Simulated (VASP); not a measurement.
# CoO (Fm-3m) in VASP: further runs, part 2 of 2

VASP 6.6.1. The steps go on from the part before.

## (5) Single point, PBE, collinear spin, ferromagnetic start

This run uses another cell than the first one: it holds 4 atoms, not 2.

Contents of INCAR:

```
ALGO = Normal
EDIFF = 1E-6
ENCUT = 520
GGA = PE
ISIF = 2
ISMEAR = 0
ISPIN = 2
LASPH = T
LCHARG = F
LMAXMIX = 4
LORBIT = 11
LREAL = F
LWAVE = F
MAGMOM = 3 3 0 0
NBANDS = 27
NELM = 150
PREC = Accurate
SIGMA = 0.05
```

Contents of KPOINTS:

```
k-points
0
Gamma
  10 10 6
```

Contents of POSCAR:

```
CoO
1.0
    0.0000000000      2.1245315473     -2.1245315473
    0.0000000000      2.1245315473      2.1245315473
    4.2490630946      0.0000000000      0.0000000000
Co O
2 2
Direct
    0.0000000000      0.0000000000      0.0000000000
    0.5000000000      0.5000000000      0.5000000000
    0.0000000000      1.0000000000      0.5000000000
    0.5000000000      1.5000000000      1.0000000000
```

Started as:

```
> cat potpaw_PBE.64/Co/POTCAR potpaw_PBE.64/O/POTCAR > POTCAR
> mpirun -np 1 vasp_std > vasp.out
```

Run time: 74 s. Hardware: 1 thread of Intel Xeon 6975P-C (Granite Rapids), shared host; peak memory 0.24 GiB.

It converged, with:

* Free energy: -26.0982 eV
* Pressure: -0.9 GPa
* Net moment: 5.78 μB per cell
* Site moments: Co +2.54; O +0.29 μB
* Valence electrons inside the program's atomic spheres: Co 7.81; O 4.98

Levels at points of the mesh, in eV from the Fermi level:
Spin up:
| k point | band 15 | band 16 | band 17 | band 18 | band 19 | band 20 | band 21 | band 22 |
| --- | --- | --- | --- | --- | --- | --- | --- | --- |
| (0.00, 0.00, 0.00) | -2.91 | -2.39 | -2.05 | -2.05 | 1.04 | 5.93 | 9.88 | 11.72 |
| (0.50, 0.00, 0.00) | -1.80 | -1.80 | 0.01 | 0.01 | 6.45 | 6.45 | 10.50 | 10.50 |
| (0.50, 0.50, 0.00) | -2.06 | -2.06 | -2.05 | -2.05 | 5.93 | 5.93 | 9.87 | 9.87 |
| (0.00, 0.00, 0.50) | -1.91 | -1.91 | -1.76 | -1.76 | 4.87 | 4.87 | 12.66 | 12.66 |
| (0.50, 0.00, 0.50) | 0.13 | 0.13 | 0.13 | 0.13 | 5.09 | 5.09 | 9.42 | 9.42 |
| (0.50, 0.50, 0.50) | -2.06 | -2.06 | -1.33 | -1.33 | 8.16 | 8.16 | 10.06 | 10.06 |
Spin down:
| k point | band 8 | band 9 | band 10 | band 11 | band 12 | band 13 | band 14 | band 15 | band 16 | band 17 |
| --- | --- | --- | --- | --- | --- | --- | --- | --- | --- | --- |
| (0.00, 0.00, 0.00) | -2.59 | -2.24 | -1.12 | -1.12 | -1.11 | 0.05 | 0.05 | 0.12 | 0.12 | 0.53 |
| (0.50, 0.00, 0.00) | -4.52 | -0.44 | -0.44 | -0.04 | -0.04 | 0.00 | 0.00 | 0.90 | 0.90 | 2.68 |
| (0.50, 0.50, 0.00) | -3.85 | -2.25 | -2.25 | 0.12 | 0.12 | 0.13 | 0.13 | 0.53 | 0.53 | 1.00 |
| (0.00, 0.00, 0.50) | -3.56 | -1.70 | -1.70 | -0.01 | -0.01 | -0.01 | -0.01 | 0.29 | 0.29 | 1.03 |
| (0.50, 0.00, 0.50) | -4.67 | -0.13 | -0.13 | -0.13 | -0.13 | 0.18 | 0.18 | 2.72 | 2.72 | 2.72 |
| (0.50, 0.50, 0.50) | -5.05 | -0.39 | -0.39 | -0.39 | -0.39 | 0.13 | 0.13 | 0.89 | 0.89 | 1.63 |

Caveat: semilocal functionals often make such compounds metallic where correlation or magnetic order opens a gap, which also shifts bond lengths. With open d or f shells a metallic result of PBE can be an artefact of self-interaction; +U or a hybrid may open a gap.

## (6) Single point, PBE, collinear spin, antiferromagnetic start

This run uses another cell than the first one: it holds 4 atoms, not 2.

Contents of INCAR:

```
PREC     = Accurate       # precision mode
ENCUT    = 520            # plane-wave cutoff, eV
EDIFF    = 1E-6           # SCF threshold, eV
ISMEAR   = 0              # smearing method
SIGMA    = 0.05           # smearing width, eV
LREAL    = F              # projectors in reciprocal space
LASPH    = T              # aspherical terms in the spheres
NELM     = 150            # most SCF steps
ALGO     = Normal         # electronic algorithm
ISIF     = 2              # what is computed and relaxed
LWAVE    = F              # write WAVECAR
LCHARG   = F              # write CHGCAR
ISPIN    = 2              # spin polarisation
MAGMOM   = 3 -3 0 0       # initial moments
LORBIT   = 11             # projections on sites
LMAXMIX  = 4              # l up to which the mixer works
GGA      = PE             # functional
NBANDS   = 27             # bands
```

Contents of KPOINTS:

```
Automatic mesh
0
Gamma
  10 10 6
```

POSCAR is that of step 5.

Potentials or basis: VASP PAW PBE potentials, release 64 (Co, O).

Started as:

```
> cat potpaw_PBE.64/Co/POTCAR potpaw_PBE.64/O/POTCAR > POTCAR
> mpirun -np 1 vasp_std > vasp.out
```

Run time: 83 s. Hardware: 1 thread of Intel Xeon 6975P-C (Granite Rapids), shared host; peak memory 0.25 GiB.

It converged, with:

| Property | Result |
| --- | --- |
| Free energy | -25.9948 eV |
| Pressure | -3.3 GPa |
| Band gap on the k mesh | zero (filled and empty bands overlap) |
| Net moment | 0.00 μB per cell |
| Site moments | Co +2.30, -2.30; O -0.10, +0.10 μB |
| Valence electrons inside the program's atomic spheres | Co 7.83; O 4.97 |

Stress tensor (GPa, compression positive):
```
 1.36  0.00  0.00
 0.00 -5.62  0.00
 0.00  0.00 -5.62
```

Levels at points of the mesh, in eV from the Fermi level:
Spin up:
```tsv
k point	band 11	band 12	band 13	band 14	band 15	band 16	band 17	band 18	band 19	band 20
(0.00, 0.00, 0.00)	-2.47	-2.20	-2.20	-1.45	-0.28	-0.28	0.24	0.86	1.32	6.42
(0.50, 0.00, 0.00)	-1.65	-1.34	-0.41	-0.04	0.08	0.14	1.13	2.54	6.67	6.78
(0.50, 0.50, 0.00)	-2.37	-2.37	-2.05	-0.46	-0.46	0.26	0.82	0.94	6.08	6.79
(0.00, 0.00, 0.50)	-1.58	-1.40	-1.40	-1.40	-0.04	-0.04	0.23	1.23	5.04	5.52
(0.50, 0.00, 0.50)	-1.38	-0.52	-0.08	0.10	0.52	0.58	2.56	2.81	5.21	5.34
(0.50, 0.50, 0.50)	-1.76	-1.76	-0.95	-0.42	-0.42	0.26	0.81	1.84	8.31	8.98
```
Spin down:
```csv
k point,band 11,band 12,band 13,band 14,band 15,band 16,band 17,band 18,band 19,band 20
"(0.00, 0.00, 0.00)",-2.47,-2.20,-2.20,-1.45,-0.28,-0.28,0.24,0.86,1.32,6.42
"(0.50, 0.00, 0.00)",-1.65,-1.34,-0.41,-0.04,0.08,0.14,1.13,2.54,6.67,6.78
"(0.50, 0.50, 0.00)",-2.37,-2.37,-2.05,-0.46,-0.46,0.26,0.82,0.94,6.08,6.79
"(0.00, 0.00, 0.50)",-1.58,-1.40,-1.40,-1.40,-0.04,-0.04,0.23,1.23,5.04,5.52
"(0.50, 0.00, 0.50)",-1.38,-0.52,-0.08,0.10,0.52,0.58,2.56,2.81,5.21,5.34
"(0.50, 0.50, 0.50)",-1.76,-1.76,-0.95,-0.42,-0.42,0.26,0.81,1.84,8.31,8.98
```

Caveat: semilocal functionals often make such compounds metallic where correlation or magnetic order opens a gap, which also shifts bond lengths. With open d or f shells a metallic result of PBE can be an artefact of self-interaction; +U or a hybrid may open a gap.

## (7) Overview

```tsv
spin	cell	k mesh	gap on the mesh (eV)	pressure (GPa)	moment (μB)
off	a = 3.005 Å, angles 60.0°, 2 atoms	14 × 14 × 14	none	-18.9	-
collinear, ferromagnetic start	a = 3.003 Å, angles 60.0°, 2 atoms	14 × 14 × 14	none	-0.3	2.92
collinear, ferromagnetic start	a = 3.005 Å, angles 60.0°, 2 atoms	14 × 14 × 14	none	-0.6	2.92
collinear, ferromagnetic start	a = 3.005, b = 3.005, c = 4.249 Å, 4 atoms	10 × 10 × 6	none	-0.9	5.78
collinear, antiferromagnetic start	a = 3.005, b = 3.005, c = 4.249 Å, 4 atoms	10 × 10 × 6	none	-3.3	0.00
```

Alike in all rows: task single point; level PBE; potentials or basis VASP PAW PBE potentials, release 64 (Co, O); cutoff (eV) 520; smearing gaussian 0.05 eV.

Every run on the cell as given and a fine mesh finds a metal.

Caveats: semilocal functionals often make such compounds metallic where correlation or magnetic order opens a gap, which also shifts bond lengths; a cell with one magnetic atom can't hold antiferromagnetic order, which such compounds often take (some runs); an odd number of electrons without spin polarisation forces a metal (some runs); a magnetic or distorted state may lie lower (some runs).

Absolute energies hang on the potentials; compare differences alone.
